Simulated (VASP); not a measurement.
BaTaH4:

```
Ba Ta H
1.0
     3.26658    0.00000    0.00000
     0.00000    3.83456    0.00000
     0.00000    0.00000    6.06152
Ba Ta H
1 1 4
Direct
  0.00000 0.00000 0.96030
  0.50000 0.00000 0.55092
  0.00000 0.50000 0.68112
  0.50000 0.50000 0.11963
  0.50000 0.50000 0.79532
  0.00000 0.50000 0.39270
```

- Program: VASP 6.6.1
- Task: relaxation of cell and atoms
- Functional: PBE
- Potentials or basis: VASP PAW PBE potentials, release 64 (Ba_sv, Ta_pv, H)
- Cutoff: 600 eV
- k mesh: 6 × 4 × 4
- Occupations: gaussian, width 0.1 eV
- Spin: no spin polarisation

At the start: pressure -2.5 GPa; volume 12.65 Å³/atom.

Problem. How do energy, volume and symmetry change on relaxing?

Solution. Over 18 steps the energy falls by 484.3 meV/atom and the volume is 11.60 Å³/atom (-8.3 %); space group Pmm2 (No. 25, to 0.1 Å) before and after.

Step by step:
| step | energy change (eV) | largest force (eV/Å) | pressure (GPa) | volume (Å³) |
| --- | --- | --- | --- | --- |
| 1 | 0.0000 | 4.3307 | -2.46 | 75.93 |
| 2 | -1.6944 | 1.0163 | -5.48 | 73.50 |
| 3 | -2.0314 | 1.3170 | -5.08 | 71.99 |
| 4 | -2.0945 | 1.7230 | -4.26 | 71.18 |
| 5 | -2.4855 | 1.5856 | 0.42 | 67.03 |
| 6 | -2.5416 | 1.4351 | 3.73 | 65.10 |
| 7 | -2.7752 | 0.4940 | 2.67 | 66.63 |
| 8 | -2.8215 | 0.3705 | 2.59 | 67.63 |
| 9 | -2.8607 | 0.2399 | -0.98 | 70.39 |
| 10 | -2.8607 | 0.2402 | -0.95 | 70.35 |
| 11 | -2.8783 | 0.1949 | -0.57 | 70.12 |
| 12 | -2.8937 | 0.1706 | 0.38 | 69.61 |
| 13 | -2.8987 | 0.1159 | -0.15 | 70.07 |
| 14 | -2.9003 | 0.0649 | -0.64 | 70.50 |
| 15 | -2.9036 | 0.0846 | -0.11 | 70.01 |
| 16 | -2.9038 | 0.1111 | 0.08 | 69.84 |
| 17 | -2.9056 | 0.0451 | -0.04 | 69.71 |
| 18 | -2.9060 | 0.0383 | -0.12 | 69.60 |

Final structure:
```
Ba Ta H
1.0
     3.25428    0.00000    0.00000
     0.00000    3.07823    0.00000
     0.00000    0.00000    6.94798
Ba Ta H
1 1 4
Cartesian
  0.0000 0.0000 0.2260
  1.6271 0.0000 3.8478
  0.0000 1.5391 4.3193
  1.6271 1.5391 1.0364
  1.6271 1.5391 5.1836
  0.0000 1.5391 2.7569
```

Caveat: the k points lie up to 0.51 Å⁻¹ apart in the final cell, too coarse for converged energies and pressures of a metal; a cell axis changed by over 15 % at a fixed basis, so the end point is rough.
